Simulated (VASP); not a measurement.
# NaH in VASP: notebook

Runs on NaH. Level: PBE. Tasks: electric field gradients.

Everything below comes from runs of VASP 6.6.1. Logs are shortened: lines on timing, memory, paths and dates and some standing lists are left out, and cuts for length are marked.

### 1 The cell of the first run

Symmetry: Fm-3m, No. 225, cubic system. Conventional cell: a = 4.880 Å, b = 4.880 Å, c = 4.880 Å, α = 90.00°, β = 90.00°, γ = 90.00°. Na (site symmetry m-3m) has 6 H at 2.44 Å within 3.2 Å. H (site symmetry m-3m) has 6 Na at 2.44 Å within 3.2 Å.

### 2 Electric field gradients, PBE

INCAR reads:

```
PREC     = Accurate       # precision mode
ENCUT    = 520            # plane-wave cutoff, eV
EDIFF    = 1E-8           # SCF threshold, eV
ISMEAR   = -1             # smearing method
SIGMA    = 0.02           # smearing width, eV
LREAL    = F              # projectors in reciprocal space
LASPH    = T              # aspherical terms in the spheres
NELM     = 80             # most SCF steps
ALGO     = Normal         # electronic algorithm
ISIF     = 2              # what is computed and relaxed
LWAVE    = F              # write WAVECAR
LCHARG   = F              # write CHGCAR
GGA      = PE             # functional
LEFG     = T            
NBANDS   = 11             # bands
```

KPOINTS reads:

```
Automatic mesh
0
Gamma
  3 3 3
```

POSCAR reads:

```
NaH
1.0
    0.0000000000      2.4400000000      2.4400000000
    2.4400000000      0.0000000000      2.4400000000
    2.4400000000      2.4400000000      0.0000000000
Na H
1 1
Direct
    0.0000000000      0.0000000000      0.0000000000
    0.5000000000      0.5000000000      0.5000000000
```

Potentials or basis: VASP PAW PBE potentials, release 64 (Na_pv, H).

Command:

```
cat potpaw_PBE.64/Na_pv/POTCAR potpaw_PBE.64/H/POTCAR > POTCAR
mpirun -np 1 vasp_std > vasp.out
```

OUTCAR:

```text
PREC = Accurate
   ENCUT = 520
   EDIFF = 1E-8
   ISMEAR = -1
   LREAL = F
   LASPH = T
   NELM = 80
   ISIF = 2
   GGA = PE

 ion  position               nearest neighbor table
   1  0.000  0.000  0.000-
   2  0.500  0.500  0.500-

  LATTYP: Found a face centered cubic cell.
 ALAT       =     4.8800000000

  Lattice vectors:

 A1 = (   0.0000000000,   2.4400000000,   2.4400000000)
 A2 = (   2.4400000000,   0.0000000000,   2.4400000000)
 A3 = (   2.4400000000,   2.4400000000,   0.0000000000)

Analysis of symmetry for initial positions (statically):
=====================================================================
 Subroutine PRICEL returns:
 Original cell was already a primitive cell.

 Routine SETGRP: Setting up the symmetry group for a
 face centered cubic supercell.

 Subroutine GETGRP returns: Found 48 space group operations
 (whereof 48 operations were pure point group operations)
 out of a pool of 48 trial point group operations.

The static configuration has the point symmetry O_h .

Analysis of symmetry for dynamics (positions and initial velocities):
=====================================================================
 Subroutine PRICEL returns:
 Original cell was already a primitive cell.

 Routine SETGRP: Setting up the symmetry group for a
 face centered cubic supercell.

 Subroutine GETGRP returns: Found 48 space group operations
 (whereof 48 operations were pure point group operations)
 out of a pool of 48 trial point group operations.

The dynamic configuration has the point symmetry O_h .

 Subroutine INISYM returns: Found 48 space group operations
 (whereof 48 operations are pure point group operations),
 and found     1 'primitive' translations

----------------------------------------------------------------------------------------

                                     Primitive cell

  volume of cell :      29.0536

  direct lattice vectors                    reciprocal lattice vectors
     0.000000000  2.440000000  2.440000000    -0.204918033  0.204918033  0.204918033
[... 108 lines left out ...]
  ---------------------------------------------------
  free energy    TOTEN  =        -5.10037535 eV

  energy without entropy =       -5.10037535  energy(sigma->0) =       -5.10037535

 E-fermi :  -0.9353     XC(G=0):  -7.6756

 val. band max:       -1.4707172791   @ k =  -0.3333   0.3333   0.0000
 cond. band min:       4.2844019385   @ k =   0.3333   0.0000   0.0000
 fundamental gap:      5.7551192176
 Fermi energy:        -0.9352911468

 k-point     1 :       0.0000    0.0000    0.0000
  band No.  band energies     occupation
      1     -23.3571      2.00000
      2     -23.3571      2.00000
      3     -23.3571      2.00000
      4      -4.7460      2.00000
      5       8.9487      0.00000
      6      14.1769      0.00000
      7      14.1769      0.00000
      8      14.1769      0.00000
      9      14.9659      0.00000
     10      14.9659      0.00000
     11      14.9659      0.00000
[... 29 lines left out ...]
 k-point     4 :      -0.3333    0.3333    0.0000
  band No.  band energies     occupation
      1     -23.4128      2.00000
      2     -23.4104      2.00000
      3     -23.3757      2.00000
      4      -1.4707      2.00000
      5       4.3905      0.00000
      6       4.5914      0.00000
      7      10.3317      0.00000
      8      10.8837      0.00000
      9      16.8049      0.00000
     10      19.6952      0.00000
     11      20.0230      0.00000

------------------------ aborting loop because EDIFF is reached ----------------------------------------

  FORCE on cell =-STRESS in cart. coord.  units (eV):
  Direction    XX          YY          ZZ          XY          YZ          ZX
  --------------------------------------------------------------------------------------
  -------------------------------------------------------------------------------------
  Total       -0.1364338     -0.1364338     -0.1364338     -0.0000000      0.0000000     -0.0000000
  in kB       -7.5237292     -7.5237292     -7.5237292     -0.0000000      0.0000000     -0.0000000
  external PRESSURE =      -7.5237292 kB  Pullay stress =       0.0000000 kB

 VOLUME and BASIS-vectors are now :
 -----------------------------------------------------------------------------
  energy-cutoff  :      520.00
  volume of cell :       29.05
      direct lattice vectors                 reciprocal lattice vectors
     0.000000000  2.440000000  2.440000000    -0.204918033  0.204918033  0.204918033
     2.440000000  0.000000000  2.440000000     0.204918033 -0.204918033  0.204918033
     2.440000000  2.440000000  0.000000000     0.204918033  0.204918033 -0.204918033

 POSITION                                       TOTAL-FORCE (eV/Angst)
 -----------------------------------------------------------------------------------
      0.00000      0.00000      0.00000        -0.000000      0.000000     -0.000000
      2.44000      2.44000      2.44000         0.000000      0.000000      0.000000
 -----------------------------------------------------------------------------------
    total drift:                               -0.000000     -0.000000     -0.000000

  FREE ENERGIE OF THE ION-ELECTRON SYSTEM (eV)
  ---------------------------------------------------
  free  energy   TOTEN  =        -5.1003753518 eV

  energy  without entropy=       -5.1003753518  energy(sigma->0) =       -5.10037535

 Electric field gradients (V/A^2)
---------------------------------------------------------------------
 ion       V_xx      V_yy      V_zz      V_xy      V_xz      V_yz
---------------------------------------------------------------------
   1       0.000     0.000     0.000     0.001     0.001     0.001
   2       0.000    -0.000     0.000     0.001     0.001     0.001
---------------------------------------------------------------------

 Electric field gradients after diagonalization (V/A^2)
 (convention: |V_zz| > |V_xx| > |V_yy|)
----------------------------------------------------------------------
 ion       V_xx      V_yy      V_zz     asymmetry (V_yy - V_xx)/ V_zz
----------------------------------------------------------------------
   1      -0.001    -0.001     0.003       0.000
   2      -0.001    -0.001     0.002       0.000
----------------------------------------------------------------------

           NMR quadrupolar parameters

 Cq : quadrupolar parameter    Cq=e*Q*V_zz/h
 eta: asymmetry parameters     (V_yy - V_xx)/ V_zz
 Q  : nuclear electric quadrupole moment in mb (millibarn)
----------------------------------------------------------------------
 ion       Cq(MHz)       eta       Q (mb)
----------------------------------------------------------------------
   1       0.000       0.000       1.000
   2       0.000       0.000       1.000
----------------------------------------------------------------------
```

Wall time 3.2 s (1 thread of Intel Xeon 6975P-C (Granite Rapids), shared host); peak memory 0.14 GiB.

Results:

```
Free energy            : -5.1004 eV
Pressure               : -0.8 GPa
Band gap on the k mesh : 5.76 eV, indirect (least direct gap 5.86 eV)
```

Caveat: the k points lie up to 0.74 Å⁻¹ apart; without QUAD_EFG the Cq values of the log hold for a quadrupole moment of 1 mb, not for the nuclei. As with any semilocal functional, this PBE gap is likely too small.

### 3 Electric field gradients, PBE

INCAR reads:

```
PREC = Accurate
ENCUT = 520
EDIFF = 1E-8
ISMEAR = -1
SIGMA = 0.02
LREAL = F
LASPH = T
NELM = 60
ALGO = Normal
ISIF = 2
LWAVE = F
LCHARG = F
GGA = PE
LEFG = T
NBANDS = 11
```

KPOINTS reads:

```
Automatic mesh
0
Gamma
  7 7 7
```

POSCAR is that of step 2.

Potentials or basis: VASP PAW PBE potentials, release 64 (Na_pv, H).

Command:

```
cat potpaw_PBE.64/Na_pv/POTCAR potpaw_PBE.64/H/POTCAR > POTCAR
mpirun -np 1 vasp_std > vasp.out
```

OUTCAR:

```text
PREC = Accurate
   ENCUT = 520
   EDIFF = 1E-8
   ISMEAR = -1
   LREAL = F
   LASPH = T
   NELM = 60
   ISIF = 2
   GGA = PE

 ion  position               nearest neighbor table
   1  0.000  0.000  0.000-
   2  0.500  0.500  0.500-

  LATTYP: Found a face centered cubic cell.
 ALAT       =     4.8800000000

  Lattice vectors:

 A1 = (   0.0000000000,   2.4400000000,   2.4400000000)
 A2 = (   2.4400000000,   0.0000000000,   2.4400000000)
 A3 = (   2.4400000000,   2.4400000000,   0.0000000000)

Analysis of symmetry for initial positions (statically):
=====================================================================
 Subroutine PRICEL returns:
 Original cell was already a primitive cell.

 Routine SETGRP: Setting up the symmetry group for a
 face centered cubic supercell.

 Subroutine GETGRP returns: Found 48 space group operations
 (whereof 48 operations were pure point group operations)
 out of a pool of 48 trial point group operations.

The static configuration has the point symmetry O_h .

Analysis of symmetry for dynamics (positions and initial velocities):
=====================================================================
 Subroutine PRICEL returns:
 Original cell was already a primitive cell.

 Routine SETGRP: Setting up the symmetry group for a
 face centered cubic supercell.

 Subroutine GETGRP returns: Found 48 space group operations
 (whereof 48 operations were pure point group operations)
 out of a pool of 48 trial point group operations.

The dynamic configuration has the point symmetry O_h .
[... 161 lines left out ...]
     11      14.9678      0.00000
[... 253 lines left out ...]
 k-point    20 :      -0.2857    0.4286    0.1429
  band No.  band energies     occupation
      1     -23.4150      2.00000
      2     -23.4110      2.00000
      3     -23.3856      2.00000
      4      -1.2881      2.00000
      5       4.4960      0.00000
      6       4.7554      0.00000
      7       7.8495      0.00000
      8      13.4579      0.00000
      9      16.0233      0.00000
     10      17.7138      0.00000
     11      18.4594      0.00000

------------------------ aborting loop because EDIFF is reached ----------------------------------------

  FORCE on cell =-STRESS in cart. coord.  units (eV):
  Direction    XX          YY          ZZ          XY          YZ          ZX
  --------------------------------------------------------------------------------------
  -------------------------------------------------------------------------------------
  Total       -0.1250207     -0.1250207     -0.1250207     -0.0000000     -0.0000000      0.0000000
  in kB       -6.8943450     -6.8943450     -6.8943450     -0.0000000     -0.0000000      0.0000000
  external PRESSURE =      -6.8943450 kB  Pullay stress =       0.0000000 kB

 VOLUME and BASIS-vectors are now :
 -----------------------------------------------------------------------------
  energy-cutoff  :      520.00
  volume of cell :       29.05
      direct lattice vectors                 reciprocal lattice vectors
     0.000000000  2.440000000  2.440000000    -0.204918033  0.204918033  0.204918033
     2.440000000  0.000000000  2.440000000     0.204918033 -0.204918033  0.204918033
     2.440000000  2.440000000  0.000000000     0.204918033  0.204918033 -0.204918033

 POSITION                                       TOTAL-FORCE (eV/Angst)
 -----------------------------------------------------------------------------------
      0.00000      0.00000      0.00000         0.000000     -0.000000      0.000000
      2.44000      2.44000      2.44000        -0.000000      0.000000     -0.000000
 -----------------------------------------------------------------------------------
    total drift:                               -0.000000     -0.000000     -0.000000

  FREE ENERGIE OF THE ION-ELECTRON SYSTEM (eV)
  ---------------------------------------------------
  free  energy   TOTEN  =        -5.0860259084 eV

  energy  without entropy=       -5.0860259084  energy(sigma->0) =       -5.08602591

 Electric field gradients (V/A^2)
---------------------------------------------------------------------
 ion       V_xx      V_yy      V_zz      V_xy      V_xz      V_yz
---------------------------------------------------------------------
   1      -0.000    -0.000    -0.000     0.001     0.001     0.001
   2       0.000     0.000     0.000     0.001     0.001     0.001
---------------------------------------------------------------------

 Electric field gradients after diagonalization (V/A^2)
 (convention: |V_zz| > |V_xx| > |V_yy|)
----------------------------------------------------------------------
 ion       V_xx      V_yy      V_zz     asymmetry (V_yy - V_xx)/ V_zz
----------------------------------------------------------------------
   1      -0.001    -0.001     0.003       0.000
   2      -0.001    -0.001     0.002       0.000
----------------------------------------------------------------------

           NMR quadrupolar parameters

 Cq : quadrupolar parameter    Cq=e*Q*V_zz/h
 eta: asymmetry parameters     (V_yy - V_xx)/ V_zz
 Q  : nuclear electric quadrupole moment in mb (millibarn)
----------------------------------------------------------------------
 ion       Cq(MHz)       eta       Q (mb)
----------------------------------------------------------------------
   1       0.000       0.000       1.000
   2       0.000       0.000       1.000
----------------------------------------------------------------------
```

stdout:

```text
POSCAR found type information on POSCAR NaH
 POSCAR found :  2 types and       2 ions
 scaLAPACK will be used
 LDA part: xc-table for (Slater+PW92), standard interpolation
 POSCAR, INCAR and KPOINTS ok, starting setup
 FFT: planning ... GRIDC
 FFT: planning ... GRID_SOFT
 FFT: planning ... GRID
 WAVECAR not read
 entering main loop
ion   1

ion   2
```

Run time: 6.6 s. Hardware: 1 thread of Intel Xeon 6975P-C (Granite Rapids), shared host; peak memory 0.14 GiB.

What came out:

```
Free energy            : -5.0860 eV
Pressure               : -0.7 GPa
Band gap on the k mesh : 4.18 eV, indirect (least direct gap 4.80 eV)
```

Levels at points of the mesh, in eV from the valence-band top:
```tsv
k point	band 1	band 2	band 3	band 4	band 5	band 6	band 7	band 8	band 9
(0.00, 0.00, 0.00)	-22.07	-22.07	-22.07	-3.45	10.25	15.47	15.47	15.47	16.26
```

Caveat: without QUAD_EFG the Cq values of the log hold for a quadrupole moment of 1 mb, not for the nuclei.

(Continued in part 2 of 3.)
